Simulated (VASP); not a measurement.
# SiO2 (R-3m) in VASP: further runs

SiO2 is run at these levels: PBE; tasks: single point, relaxation of cell and atoms.

Everything below comes from runs of VASP 6.6.1. Logs are shortened: lines on timing, memory, paths and dates and some standing lists are left out, and cuts for length are marked.

## 1. The cell of the first run

Symmetry: R-3m, No. 166, trigonal system. Conventional cell: a = 3.379 Å, b = 3.379 Å, c = 16.556 Å, α = 90.00°, β = 90.00°, γ = 120.00°. Si (site symmetry 3m) has 8 O at 2.07 Å and 3 Si at 2.39 Å within 2.7 Å. Within 2.7 Å of O (site symmetry 3m) lie 4 Si at 2.07 Å and 6 O at 2.39 Å. Within 2.7 Å of O (site symmetry -3m) lie 6 Si at 2.07 Å and 6 O at 2.39 Å. Within 2.7 Å of O (site symmetry -3m) lie 2 Si at 2.07 Å and 6 O at 2.39 Å.

## 2. Single point, PBE, collinear spin, ferromagnetic start (atoms taken out)

INCAR

```
  PREC = Accurate
  ENCUT = 520
  EDIFF = 1E-7
  ISMEAR = 0
  SIGMA = 0.1
  LREAL = False
  LASPH = True
  NELM = 150
  ALGO = Normal
  ISIF = 2
  LWAVE = False
  LCHARG = False
  ISPIN = 2
  MAGMOM = 0 0 1 1 1 1
  LORBIT = 11
  GGA = PE
  NBANDS = 29
```

KPOINTS

```
regular mesh
0
Gamma
  6 6 6
```

POSCAR

```
SiO2
1.0
    1.6897459700      0.9755752900      5.5186872200
   -1.6897459700      0.9755752900      5.5186872200
    0.0000000000     -1.9511505800      5.5186872200
Si O
2 4
Direct
    0.1250000000      0.1250000000      0.1250000000
    0.8750000000      0.8750000000      0.8750000000
    0.7500000000      0.7500000000      0.7500000000
    0.5000000000      0.5000000000      0.5000000000
    0.2500000000      0.2500000000      0.2500000000
    0.0000000000      0.0000000000      0.0000000000
```

Potentials or basis: VASP PAW PBE potentials, release 64 (Si, O).

Launch:

```console
$ cat potpaw_PBE.64/Si/POTCAR potpaw_PBE.64/O/POTCAR > POTCAR
$ mpirun -np 1 vasp_std > vasp.out
```

OUTCAR:

```text
PREC = Accurate
   ENCUT = 520
   EDIFF = 1E-7
   ISMEAR = 0
   LREAL = False
   LASPH = True
   NELM = 150
   ISIF = 2
   ISPIN = 2
   LORBIT = 11
   GGA = PE

 ion  position               nearest neighbor table
   1  0.125  0.125  0.125-   5 2.07   6 2.07   3 2.07   4 2.07   3 2.07   3 2.07   4 2.07   4 2.07
                             2 2.39   2 2.39   2 2.39
   2  0.875  0.875  0.875-   3 2.07   6 2.07   4 2.07   5 2.07   4 2.07   4 2.07   5 2.07   5 2.07
                             1 2.39   1 2.39   1 2.39
   3  0.750  0.750  0.750-   2 2.07   1 2.07   1 2.07   1 2.07
   4  0.500  0.500  0.500-   1 2.07   2 2.07   1 2.07   1 2.07   2 2.07   2 2.07
   5  0.250  0.250  0.250-   1 2.07   2 2.07   2 2.07   2 2.07
   6  0.000  0.000  0.000-   1 2.07   2 2.07

  LATTYP: Found a trigonal (rhomboedric) cell.
 ALAT       =     5.8534517357
 COS(alpha) =     0.8333333330

  Lattice vectors:

 A1 = (   1.6897459700,   0.9755752900,   5.5186872200)
 A2 = (  -1.6897459700,   0.9755752900,   5.5186872200)
 A3 = (   0.0000000000,  -1.9511505800,   5.5186872200)

Analysis of symmetry for initial positions (statically):
=====================================================================
 Subroutine PRICEL returns:
 Original cell was already a primitive cell.

 Routine SETGRP: Setting up the symmetry group for a
 trigonal (rhombohedral) supercell.

 Subroutine GETGRP returns: Found 12 space group operations
 (whereof 12 operations were pure point group operations)
 out of a pool of 12 trial point group operations.

The static configuration has the point symmetry D_3d.

Analysis of symmetry for dynamics (positions and initial velocities):
=====================================================================
 Subroutine PRICEL returns:
 Original cell was already a primitive cell.

 Routine SETGRP: Setting up the symmetry group for a
 trigonal (rhombohedral) supercell.

 Subroutine GETGRP returns: Found 12 space group operations
 (whereof 12 operations were pure point group operations)
 out of a pool of 12 trial point group operations.

The dynamic configuration has the point symmetry D_3d.

Analysis of structural, dynamic, and magnetic symmetry:
=====================================================================
 Subroutine PRICEL returns:
 Original cell was already a primitive cell.

 Routine SETGRP: Setting up the symmetry group for a
 trigonal (rhombohedral) supercell.

 Subroutine GETGRP returns: Found 12 space group operations
 (whereof 12 operations were pure point group operations)
[... 147 lines left out ...]
   NGX = 21   NGY = 21   NGZ = 21

 number of electron      31.9999998 magnetization      -0.0001445

 number of electron      31.9999998 magnetization       0.0000698

 Free energy of the ion-electron system (eV)
  ---------------------------------------------------
  ext. energy  EPLUGINS =         0.00000000
  ---------------------------------------------------
  free energy    TOTEN  =       -32.07693035 eV

  energy without entropy =      -32.05274475  energy(sigma->0) =      -32.06483755

 E-fermi :   7.6477     XC(G=0): -11.5458

 val. band max:        7.6465904986   @ k =   0.5000   0.0000   0.0000
 cond. band min:       7.6521659337   @ k =  -0.3333   0.1667   0.1667
 fundamental gap:      0.0055754352
 Fermi energy:         7.6476817225

 spin component 1

 k-point     1 :       0.0000    0.0000    0.0000
  band No.  band energies     occupation
      1     -16.1046      1.00000
      2     -12.5277      1.00000
      3     -11.3389      1.00000
      4      -8.2328      1.00000
      5      -0.4231      1.00000
      6      -0.4231      1.00000
[... 733 lines left out ...]
     27      21.1677      0.00000
     28      22.8493      0.00000

 [... further k-points ...]

 spin component 2

 k-point     1 :       0.0000    0.0000    0.0000
  band No.  band energies     occupation
      1     -16.1046      1.00000
      2     -12.5277      1.00000
      3     -11.3389      1.00000
      4      -8.2327      1.00000
      5      -0.4231      1.00000
      6      -0.4231      1.00000
[... 733 lines left out ...]
     27      21.1678      0.00000
     28      22.8493      0.00000

 [... further k-points ...]

 [bands above 28 left out]

------------------------ aborting loop because EDIFF is reached ----------------------------------------

  FORCE on cell =-STRESS in cart. coord.  units (eV):
  Direction    XX          YY          ZZ          XY          YZ          ZX
  --------------------------------------------------------------------------------------
  -------------------------------------------------------------------------------------
  Total        8.0432139      8.0432139    -11.5089202      0.0000000      0.0000000      0.0000000
  in kB      236.0863933    236.0863929   -337.8126598      0.0000000      0.0000000      0.0000000
  external PRESSURE =      44.7867088 kB  Pullay stress =       0.0000000 kB

 VOLUME and BASIS-vectors are now :
 -----------------------------------------------------------------------------
  energy-cutoff  :      520.00
  volume of cell :       54.58
      direct lattice vectors                 reciprocal lattice vectors
     1.689745970  0.975575290  5.518687220     0.295902466  0.170839369  0.060400838
    -1.689745970  0.975575290  5.518687220    -0.295902466  0.170839369  0.060400838
     0.000000000 -1.951150580  5.518687220     0.000000000 -0.341678737  0.060400838

 POSITION                                       TOTAL-FORCE (eV/Angst)
 -----------------------------------------------------------------------------------
      0.00000      0.00000      2.06951         0.000000     -0.000000     -8.453748
      0.00000      0.00000     14.48655         0.000000     -0.000000      8.453748
      0.00000      0.00000     12.41705         0.000000     -0.000000      4.666438
      0.00000      0.00000      8.27803         0.000000      0.000000     -0.000000
      0.00000      0.00000      4.13902         0.000000      0.000000     -4.666438
      0.00000      0.00000      0.00000        -0.000000      0.000000      0.000000
 -----------------------------------------------------------------------------------
    total drift:                                0.000000      0.000000     -0.000000

  FREE ENERGIE OF THE ION-ELECTRON SYSTEM (eV)
  ---------------------------------------------------
  free  energy   TOTEN  =       -32.0769303480 eV

  energy  without entropy=      -32.0527447472  energy(sigma->0) =      -32.06483755

 total charge

# of ion       s       p       d       tot
------------------------------------------
    1        0.671   0.663   0.000   1.334
    2        0.671   0.663   0.000   1.334
    3        1.624   3.289   0.000   4.913
    4        1.604   3.502   0.000   5.107
    5        1.624   3.289   0.000   4.913
    6        1.583   3.303   0.000   4.885
--------------------------------------------------
tot          7.776  14.708   0.000  22.484

 magnetization (x)

# of ion       s       p       d       tot
------------------------------------------
    1       -0.000  -0.000   0.000  -0.000
    2       -0.000  -0.000   0.000  -0.000
    3       -0.000   0.000   0.000   0.000
    4        0.000   0.000   0.000   0.000
    5       -0.000   0.000   0.000   0.000
    6        0.000   0.000   0.000   0.000
--------------------------------------------------
tot         -0.000   0.000   0.000   0.000
```

OSZICAR:

```text
N       E                     dE             d eps       ncg     rms          rms(c)
DAV:   1     0.124554551986E+03    0.12455E+03   -0.16700E+04  3712   0.105E+03
DAV:   2    -0.292340314923E+02   -0.15379E+03   -0.14224E+03  4482   0.233E+02
[... 12 lines left out ...]
DAV:  15    -0.320770375889E+02   -0.26196E-03   -0.42166E-04  4082   0.137E-01    0.160E-01
DAV:  16    -0.320769432595E+02    0.94329E-04   -0.12273E-04  4781   0.967E-02    0.498E-02
DAV:  17    -0.320769588094E+02   -0.15550E-04   -0.30117E-05  4242   0.333E-02    0.618E-02
DAV:  18    -0.320769317191E+02    0.27090E-04   -0.58290E-06  4499   0.203E-02    0.176E-02
DAV:  19    -0.320769303701E+02    0.13490E-05   -0.31210E-06  4334   0.112E-02    0.451E-03
DAV:  20    -0.320769303480E+02    0.22133E-07   -0.24170E-07  4095   0.313E-03
   1 F= -.32076930E+02 E0= -.32064838E+02  d E =-.241856E-01  mag=     0.0000
```

stdout:

```text
POSCAR found type information on POSCAR SiO
 POSCAR found :  2 types and       6 ions
 scaLAPACK will be used
 LDA part: xc-table for (Slater+PW92), standard interpolation
 POSCAR, INCAR and KPOINTS ok, starting setup
 FFT: planning ... GRIDC
 FFT: planning ... GRID_SOFT
 FFT: planning ... GRID
 WAVECAR not read
 entering main loop
```

It took 3.4 min on 1 thread of Intel Xeon 6975P-C (Granite Rapids), shared host; peak memory 0.43 GiB.

What came out:

```
Free energy                                           : -32.0769 eV
Pressure                                              : 4.5 GPa
Largest force                                         : 8.454 eV/Å
Band gap on the k mesh                                : zero (filled and empty bands overlap)
Net moment                                            : 0.00 μB per cell
Valence electrons inside the program's atomic spheres : Si 1.33; O 4.91, 5.11, 4.88 (each value once)
```

Forces in eV/Å, atoms in the order of the input:
```
Si   0.000  0.000 -8.454
Si   0.000  0.000  8.454
O    0.000  0.000  4.666
O    0.000  0.000  0.000
O    0.000  0.000 -4.666
O    0.000  0.000  0.000
```

Caveat: the k points lie up to 0.36 Å⁻¹ apart; the cell differs from its parent crystal (atoms taken out); semilocal functionals underestimate gaps, and a narrow one can read as zero; forces of over 1 eV/Å act on the atoms, so gaps and moduli don't describe the material at rest.

## 3. Single point, PBE, collinear spin, ferromagnetic start (atoms taken out)

INCAR

```
SYSTEM = SiO2
PREC     = Accurate       ! precision mode
ENCUT    = 520            ! plane-wave cutoff, eV
EDIFF    = 1E-6           ! SCF threshold, eV
ISMEAR   = 0              ! smearing method
SIGMA    = 0.1            ! smearing width, eV
LREAL    = .False.        ! projectors in reciprocal space
LASPH    = .True.         ! aspherical terms in the spheres
NELM     = 150            ! most SCF steps
ALGO     = Normal         ! electronic algorithm
ISIF     = 2              ! what is computed and relaxed
LWAVE    = .False.        ! write WAVECAR
LCHARG   = .False.        ! write CHGCAR
ISPIN    = 2              ! spin polarisation
MAGMOM   = 0 0 1 1 1 1    ! initial moments
LORBIT   = 11             ! projections on sites
GGA      = PE             ! functional
NBANDS   = 29             ! bands
```

KPOINTS

```
Automatic mesh
0
Gamma
  6 6 6
  0 0 0
```

POSCAR

```
SiO2
1.0
    1.7726400392      1.0234342038      5.0163878235
   -1.7726400392      1.0234342038      5.0163878235
    0.0000000000     -2.0468684076      5.0163878235
Si O
2 4
Direct
    0.1080033871      0.1080033871      0.1080033871
    0.8919966129      0.8919966129      0.8919966129
    0.7747522658      0.7747522658      0.7747522658
    0.5000000000      0.5000000000      0.5000000000
    0.2252477342      0.2252477342      0.2252477342
    0.0000000000      0.0000000000      0.0000000000
```

Potentials or basis: VASP PAW PBE potentials, release 64 (Si, O).

Launch:

```console
$ cat potpaw_PBE.64/Si/POTCAR potpaw_PBE.64/O/POTCAR > POTCAR
$ mpirun -np 1 vasp_std > vasp.out
```

OUTCAR:

```text
SYSTEM = SiO2
   PREC = Accurate
   ENCUT = 520
   EDIFF = 1E-6
   ISMEAR = 0
   LREAL = .False.
   LASPH = .True.
   NELM = 150
   ISIF = 2
   ISPIN = 2
   LORBIT = 11
   GGA = PE

 ion  position               nearest neighbor table
   1  0.108  0.108  0.108-   6 1.63   5 1.76   3 2.05   3 2.05   3 2.05   4 2.23   4 2.23   4 2.23
                             2 2.70   2 2.70   2 2.70
   2  0.892  0.892  0.892-   6 1.63   3 1.76   5 2.05   5 2.05   5 2.05   4 2.23   4 2.23   4 2.23
                             1 2.70   1 2.70   1 2.70
   3  0.775  0.775  0.775-   2 1.76   1 2.05   1 2.05   1 2.05
   4  0.500  0.500  0.500-   1 2.23   2 2.23   1 2.23   1 2.23   2 2.23   2 2.23
   5  0.225  0.225  0.225-   1 1.76   2 2.05   2 2.05   2 2.05
   6  0.000  0.000  0.000-   1 1.63   2 1.63

  LATTYP: Found a trigonal (rhomboedric) cell.
 ALAT       =     5.4179163037
 COS(alpha) =     0.7859050017

  Lattice vectors:

 A1 = (   1.7726400392,   1.0234342038,   5.0163878235)
 A2 = (  -1.7726400392,   1.0234342038,   5.0163878235)
 A3 = (   0.0000000000,  -2.0468684076,   5.0163878235)

Analysis of symmetry for initial positions (statically):
=====================================================================
 Subroutine PRICEL returns:
 Original cell was already a primitive cell.

 Routine SETGRP: Setting up the symmetry group for a
 trigonal (rhombohedral) supercell.

 Subroutine GETGRP returns: Found 12 space group operations
 (whereof 12 operations were pure point group operations)
 out of a pool of 12 trial point group operations.

The static configuration has the point symmetry D_3d.

Analysis of symmetry for dynamics (positions and initial velocities):
=====================================================================
 Subroutine PRICEL returns:
 Original cell was already a primitive cell.

 Routine SETGRP: Setting up the symmetry group for a
 trigonal (rhombohedral) supercell.

 Subroutine GETGRP returns: Found 12 space group operations
 (whereof 12 operations were pure point group operations)
[... 187 lines left out ...]
      3     -12.2129      1.00000
      4      -8.7038      1.00000
      5      -2.7271      1.00000
      6       0.6177      1.00000
[... 733 lines left out ...]
     27      21.4596      0.00000
     28      23.0863      0.00000

 [... further k-points ...]

 spin component 2

 k-point     1 :       0.0000    0.0000    0.0000
  band No.  band energies     occupation
      1     -15.5255      1.00000
      2     -12.5424      1.00000
      3     -12.2129      1.00000
      4      -8.7037      1.00000
      5      -2.7271      1.00000
      6       0.6176      1.00000
[... 733 lines left out ...]
     27      21.4596      0.00000
     28      23.0862      0.00000

 [... further k-points ...]

 [bands above 28 left out]

------------------------ aborting loop because EDIFF is reached ----------------------------------------

  FORCE on cell =-STRESS in cart. coord.  units (eV):
  Direction    XX          YY          ZZ          XY          YZ          ZX
  --------------------------------------------------------------------------------------
  -------------------------------------------------------------------------------------
  Total        0.0556795      0.0556795      0.2573967     -0.0000000     -0.0000000      0.0000000
  in kB        1.6337394      1.6337394      7.5525004     -0.0000000     -0.0000000      0.0000000
  external PRESSURE =       3.6066597 kB  Pullay stress =       0.0000000 kB

 VOLUME and BASIS-vectors are now :
 -----------------------------------------------------------------------------
  energy-cutoff  :      520.00
  volume of cell :       54.60
      direct lattice vectors                 reciprocal lattice vectors
     1.772640039  1.023434204  5.016387823     0.282065162  0.162850397  0.066448876
    -1.772640039  1.023434204  5.016387823    -0.282065162  0.162850397  0.066448876
     0.000000000 -2.046868408  5.016387823     0.000000000 -0.325700795  0.066448876

 POSITION                                       TOTAL-FORCE (eV/Angst)
 -----------------------------------------------------------------------------------
      0.00000      0.00000      1.62536         0.000000      0.000000     -0.067980
      0.00000      0.00000     13.42380         0.000000     -0.000000      0.067980
      0.00000      0.00000     11.65937         0.000000     -0.000000     -0.034582
      0.00000      0.00000      7.52458         0.000000     -0.000000     -0.000000
      0.00000      0.00000      3.38979         0.000000     -0.000000      0.034582
      0.00000      0.00000      0.00000         0.000000     -0.000000     -0.000000
 -----------------------------------------------------------------------------------
    total drift:                               -0.000000     -0.000000      0.000000

  FREE ENERGIE OF THE ION-ELECTRON SYSTEM (eV)
  ---------------------------------------------------
  free  energy   TOTEN  =       -39.4797152303 eV

  energy  without entropy=      -39.4797152303  energy(sigma->0) =      -39.47971523

 total charge

# of ion       s       p       d       tot
------------------------------------------
    1        0.593   0.750   0.000   1.343
    2        0.593   0.750   0.000   1.343
    3        1.589   3.499   0.000   5.087
    4        1.586   3.476   0.000   5.062
    5        1.589   3.499   0.000   5.087
    6        1.548   3.694   0.000   5.242
--------------------------------------------------
tot          7.498  15.667   0.000  23.165

 magnetization (x)

# of ion       s       p       d       tot
------------------------------------------
    1       -0.000  -0.000   0.000  -0.000
    2       -0.000  -0.000   0.000  -0.000
    3        0.000   0.000   0.000   0.000
    4        0.000   0.000   0.000   0.000
    5        0.000   0.000   0.000   0.000
    6       -0.000   0.000   0.000   0.000
--------------------------------------------------
tot         -0.000   0.000   0.000   0.000
```

It took 1.9 min on 1 thread of Intel Xeon 6975P-C (Granite Rapids), shared host; peak memory 0.31 GiB.

Results:

- Free energy: -39.4797 eV
- Pressure: 0.4 GPa
- Largest force: 0.068 eV/Å
- Band gap on the k mesh: 1.70 eV (least direct gap 2.92 eV)
- Net moment: 0.00 μB per cell
- Valence electrons inside the program's atomic spheres: Si 1.34; O 5.09, 5.06, 5.24 (each value once)

Forces in eV/Å, atoms in the order of the input:
```
Si   0.000  0.000 -0.068
Si   0.000  0.000  0.068
O    0.000  0.000 -0.035
O    0.000  0.000  0.000
O    0.000  0.000  0.035
O    0.000  0.000  0.000
```

Levels at points of the mesh, in eV from the valence-band top:
Spin up:
```
           k point  band 13  band 14  band 15  band 16  band 17  band 18  band 19  band 20
(0.00, 0.00, 0.00)    -3.93    -2.32    -1.22    -1.22     1.70     5.37     5.37     5.63
(0.50, 0.00, 0.00)    -2.26    -2.25    -0.53    -0.09     4.44     5.02     7.42     8.21
(0.50, 0.50, 0.00)    -3.22    -1.50    -0.37     0.00     3.17     6.53     6.86     6.94
(0.50, 0.50, 0.50)    -2.99    -2.34    -2.20    -2.20     3.77     4.41     6.22     6.22
```
Spin down:
```csv
k point,band 14,band 15,band 16,band 17,band 18,band 19
"(0.00, 0.00, 0.00)",-2.32,-1.22,-1.22,1.70,5.37,5.37
"(0.50, 0.00, 0.00)",-2.25,-0.53,-0.09,4.44,5.02,7.42
"(0.50, 0.50, 0.00)",-1.50,-0.37,0.00,3.17,6.53,6.86
"(0.50, 0.50, 0.50)",-2.34,-2.20,-2.20,3.77,4.41,6.22
```

Caveat: the cell differs from its parent crystal (atoms taken out). A k mesh can miss the band edges.

(Part 1 of 2 ends here.)
